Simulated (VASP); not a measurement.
# YRh (Pm-3m) in VASP: notebook

YRh is run at these levels: LDA; tasks: single point, relaxation of cell and atoms.

All numbers are computed with VASP 6.6.1; they aren't measurements. Logs are shortened: lines on timing, memory, paths and dates and some standing lists are left out, and cuts for length are marked.

## (1) The cell of the first run

The structure is cubic, space group Pm-3m (No. 221). The conventional cell has a = 3.353 Å, b = 3.353 Å, c = 3.353 Å, α = 90.00°, β = 90.00°, γ = 90.00°. Y (site symmetry m-3m) has 8 Rh at 2.90 Å and 6 Y at 3.35 Å within 3.8 Å. Rh (site symmetry m-3m) has 8 Y at 2.90 Å and 6 Rh at 3.35 Å within 3.8 Å.

## (2) Single point, LDA

INCAR reads:

```
SYSTEM = YRh
PREC = Accurate ; ENCUT = 520
EDIFF = 1E-6 ; ISMEAR = -1
SIGMA = 0.1 ; LREAL = .FALSE.
LASPH = .TRUE. ; NELM = 80
ALGO = Normal ; ISIF = 2
LWAVE = .FALSE. ; LCHARG = .TRUE.
GGA = CA ; LELF = .TRUE.
LVHAR = .TRUE. ; NBANDS = 20
```

KPOINTS reads:

```
regular mesh
0
G
  8 8 8
  0 0 0
```

POSCAR reads:

```
YRh
1.0
    3.3528352842      0.0000000000      0.0000000000
    0.0000000000      3.3528352842      0.0000000000
    0.0000000000      0.0000000000      3.3528352842
Y Rh
1 1
Direct
    0.5000000000      0.5000000000      0.5000000000
    0.0000000000      0.0000000000      0.0000000000
```

Potentials or basis: VASP PAW LDA potentials, release 64 (Y_sv, Rh_pv).

Launch:

```console
$ cat potpaw_LDA.64/Y_sv/POTCAR potpaw_LDA.64/Rh_pv/POTCAR > POTCAR
$ mpirun -np 1 vasp_std > vasp.out
```

OUTCAR:

```text
SYSTEM = YRh
   PREC = Accurate
   ENCUT = 520
   EDIFF = 1E-6
   ISMEAR = -1
   LREAL = .FALSE.
   LASPH = .TRUE.
   NELM = 80
   ISIF = 2
   GGA = CA

 ion  position               nearest neighbor table
   1  0.500  0.500  0.500-   2 2.90   2 2.90   2 2.90   2 2.90   2 2.90   2 2.90   2 2.90   2 2.90

   2  0.000  0.000  0.000-   1 2.90   1 2.90   1 2.90   1 2.90   1 2.90   1 2.90   1 2.90   1 2.90

  LATTYP: Found a simple cubic cell.
 ALAT       =     3.3528352842

  Lattice vectors:

 A1 = (   3.3528352842,   0.0000000000,   0.0000000000)
 A2 = (   0.0000000000,   3.3528352842,   0.0000000000)
 A3 = (   0.0000000000,   0.0000000000,   3.3528352842)

Analysis of symmetry for initial positions (statically):
=====================================================================
 Subroutine PRICEL returns:
 Original cell was already a primitive cell.

 Routine SETGRP: Setting up the symmetry group for a
 simple cubic supercell.

 Subroutine GETGRP returns: Found 48 space group operations
 (whereof 48 operations were pure point group operations)
 out of a pool of 48 trial point group operations.

The static configuration has the point symmetry O_h .

Analysis of symmetry for dynamics (positions and initial velocities):
=====================================================================
 Subroutine PRICEL returns:
 Original cell was already a primitive cell.

 Routine SETGRP: Setting up the symmetry group for a
 simple cubic supercell.

 Subroutine GETGRP returns: Found 48 space group operations
 (whereof 48 operations were pure point group operations)
 out of a pool of 48 trial point group operations.

The dynamic configuration has the point symmetry O_h .

 Subroutine INISYM returns: Found 48 space group operations
 (whereof 48 operations are pure point group operations),
 and found     1 'primitive' translations

----------------------------------------------------------------------------------------

                                     Primitive cell

  volume of cell :      37.6909

  direct lattice vectors                    reciprocal lattice vectors
     3.352835284  0.000000000  0.000000000     0.298255033  0.000000000  0.000000000
     0.000000000  3.352835284  0.000000000     0.000000000  0.298255033  0.000000000
     0.000000000  0.000000000  3.352835284     0.000000000  0.000000000  0.298255033

  length of vectors
[... 78 lines left out ...]
   LSORBIT =      F    spin-orbit coupling
   LASPH  =      T    aspherical Exc in radial PAW
   ENCUT  =  520.0 eV  38.22 Ry    6.18 a.u.   6.23  6.23  6.23*2*pi/ulx,y,z
   NELM   =     80;   NELMIN=  2; NELMDL= -5     # of ELM steps
   EDIFF  = 0.1E-05   stopping-criterion for ELM
   LREAL  =      F    real-space projection
   EDIFFG = 0.1E-04   stopping-criterion for IOM
   NSW    =      0    number of steps for IOM
   IBRION =     -1    ionic relax: 0-MD 1-quasi-New 2-CG
   NFREE  =      0    steps in history (QN), initial steepest desc. (CG)
   ISIF   =      2    stress and relaxation
   ISYM   =      2    0-nonsym 1-usesym 2-fastsym
   POTIM  = 0.5000    time-step for ionic-motion
   TEBEG  =    0.0;   TEEND  =   0.0 temperature during run
   PSTRESS=    0.0 pullay stress
   NELECT =      26.0000    total number of electrons
   NUPDOWN=      -1.0000    fix difference up-down
   EMIN   =  10.00;   EMAX   =-10.00  energy-range for DOS
   EFERMI =   0.00;   METHOD = LEGACY
   ISMEAR =    -1;   SIGMA  =   0.10  broadening in eV -4-tet -1-fermi 0-gaus
   EFERMI_NEDOS =   21; number of points for ismear=-14 and -15
   IALGO  =     38    algorithm
   IMIX   =      4    mixing-type and parameters
     AMIX     =   0.40;   BMIX     =  1.00
     AMIX_MAG =   1.60;   BMIX_MAG =  1.00
  volume/ion in A,a.u.               =      18.85       127.18
  Fermi-wavevector in a.u.,A,eV,Ry     =   1.446507  2.733501 28.468573  2.092381
  Thomas-Fermi vector in A             =   2.564567
   LORBIT       =      0    0 simple, 1 ext, 2 COOP (PROOUT), +10 PAW based schemes
   GGA     = CA    functional components
   LHFCALC =     F    Hartree Fock is set to
   AEXX    =    0.0000 exact exchange contribution
   IVDW    =     0    specifies the selected vdW correction
   LEPSILON=     F    determine dielectric tensor
   LRPA    =     F    only Hartree local field effects (RPA)
 non-spin polarized calculation
  energy-cutoff  :      520.00
  volume of cell :       37.69
 maximum number of plane-waves:      1064
 NGX is ok and might be reduce to    28
   NGX = 13   NGY = 13   NGZ = 13

 number of electron      26.0000005 magnetization

 Free energy of the ion-electron system (eV)
  ---------------------------------------------------
  ext. energy  EPLUGINS =         0.00000000
  ---------------------------------------------------
  free energy    TOTEN  =       -17.28633554 eV

  energy without entropy =      -17.24007822  energy(sigma->0) =      -17.26320688

 E-fermi :   6.9929     XC(G=0): -12.2185

 val. band max:        6.9349938287   @ k =   0.5000   0.5000   0.3750
 cond. band min:       7.0278667155   @ k =   0.5000   0.2500   0.2500
 fundamental gap:      0.0928728868
 Fermi energy:         6.9928969560

 k-point     1 :       0.0000    0.0000    0.0000
  band No.  band energies     occupation
      1     -38.8043      2.00000
      2     -38.8043      2.00000
      3     -38.8043      2.00000
      4     -34.7937      2.00000
      5     -14.7042      2.00000
      6     -14.7042      2.00000
[... 541 lines left out ...]
     19      14.4306      0.00000
     20      17.6259      0.00000

 [... further k-points ...]

------------------------ aborting loop because EDIFF is reached ----------------------------------------

  FORCE on cell =-STRESS in cart. coord.  units (eV):
  Direction    XX          YY          ZZ          XY          YZ          ZX
  --------------------------------------------------------------------------------------
  -------------------------------------------------------------------------------------
  Total        0.0378831      0.0378831      0.0378831     -0.0000000     -0.0000000     -0.0000000
  in kB        1.6103469      1.6103469      1.6103469     -0.0000000     -0.0000000     -0.0000000
  external PRESSURE =       1.6103469 kB  Pullay stress =       0.0000000 kB

 VOLUME and BASIS-vectors are now :
 -----------------------------------------------------------------------------
  energy-cutoff  :      520.00
  volume of cell :       37.69
      direct lattice vectors                 reciprocal lattice vectors
     3.352835284  0.000000000  0.000000000     0.298255033  0.000000000  0.000000000
     0.000000000  3.352835284  0.000000000     0.000000000  0.298255033  0.000000000
     0.000000000  0.000000000  3.352835284     0.000000000  0.000000000  0.298255033

 POSITION                                       TOTAL-FORCE (eV/Angst)
 -----------------------------------------------------------------------------------
      1.67642      1.67642      1.67642         0.000000      0.000000      0.000000
      0.00000      0.00000      0.00000         0.000000      0.000000      0.000000
 -----------------------------------------------------------------------------------
    total drift:                               -0.000000      0.000000      0.000000

  FREE ENERGIE OF THE ION-ELECTRON SYSTEM (eV)
  ---------------------------------------------------
  free  energy   TOTEN  =       -17.2863355402 eV

  energy  without entropy=      -17.2400782168  energy(sigma->0) =      -17.26320688
```

Run time: 52 s. Hardware: 1 thread of Intel Xeon 8259CL, shared host; peak memory 0.18 GiB.

What came out:

```
Free energy            : -17.2863 eV
Pressure               : 0.2 GPa
Band gap on the k mesh : zero (bands 13 and 14 overlap by 0.92 eV)
```

## (3) Relaxation of cell and atoms, LDA

This run uses another cell than the first one, of 19.77 Å³/atom.

INCAR reads:

```
SYSTEM = YRh
PREC = Accurate
ENCUT = 600
EDIFF = 1E-6
ISMEAR = -1
SIGMA = 0.1
LREAL = .False.
LASPH = .True.
NELM = 100
ALGO = Normal
ISIF = 3
LWAVE = .False.
LCHARG = .False.
IBRION = 2
NSW = 80
EDIFFG = -0.02
```

KPOINTS reads:

```
regular mesh
0
Gamma
  8 8 8
  0 0 0
```

POSCAR reads:

```
YRh
1.0
    3.4070000000      0.0000000000      0.0000000000
    0.0000000000      3.4070000000      0.0000000000
    0.0000000000      0.0000000000      3.4070000000
Y Rh
1 1
Direct
    0.5000000000      0.5000000000      0.5000000000
    0.0000000000      0.0000000000      0.0000000000
```

Potentials or basis: VASP PAW LDA potentials, release 64 (Y_sv, Rh_pv).

Launch:

```console
$ cat potpaw_LDA.64/Y_sv/POTCAR potpaw_LDA.64/Rh_pv/POTCAR > POTCAR
$ mpirun -np 1 vasp_std > vasp.out
```

It took 86 s on 1 thread of Intel Xeon 8259CL, shared host; peak memory 0.19 GiB.

It converged, with:

| Quantity | Value |
| --- | --- |
| Free energy | -17.2872 eV |
| Relaxed volume | 18.87 Å³/atom |
| Relaxed cell | a = 3.354 Å, b = 3.354 Å, c = 3.354 Å, α = 90.00°, β = 90.00°, γ = 90.00° |
| Space group after relaxing (to 0.1 Å) | Pm-3m (No. 221) |
| Energy gained by relaxing | 16.7 meV/atom |
| Ionic steps | 3 |
| Pressure after relaxing | -0.1 GPa |
| Band gap on the k mesh | zero (bands 13 and 14 overlap by 0.92 eV) |

Step by step:
| step | energy change (eV) | largest force (eV/Å) | pressure (GPa) | volume (Å³) |
| --- | --- | --- | --- | --- |
| 1 | 0.0000 | 0.0000 | -5.63 | 39.55 |
| 2 | 0.0151 | 0.0000 | 8.10 | 35.70 |
| 3 | -0.0334 | 0.0000 | -0.08 | 37.74 |

Final structure:
```
Y Rh
1.0
     3.35426    0.00000    0.00000
     0.00000    3.35426    0.00000
     0.00000    0.00000    3.35426
Y Rh
1 1
Cartesian
  1.6771 1.6771 1.6771
  0.0000 0.0000 0.0000
```

Levels at points of the mesh, in eV from the Fermi level:
```csv
k point,band 11,band 12,band 13,band 14,band 15,band 16
"(0.00, 0.00, 0.00)",-1.75,-1.75,-1.75,2.29,2.29,6.20
"(0.50, 0.00, 0.00)",-1.88,-1.88,-1.39,0.29,0.54,2.37
"(0.50, 0.50, 0.00)",-2.79,-0.70,0.26,2.03,2.03,3.03
"(0.50, 0.50, 0.50)",-1.10,-1.10,-1.10,-0.65,-0.65,5.17
```

LDA usually gives volumes a few per cent too small. Zero-point motion and thermal expansion aren't in these numbers.
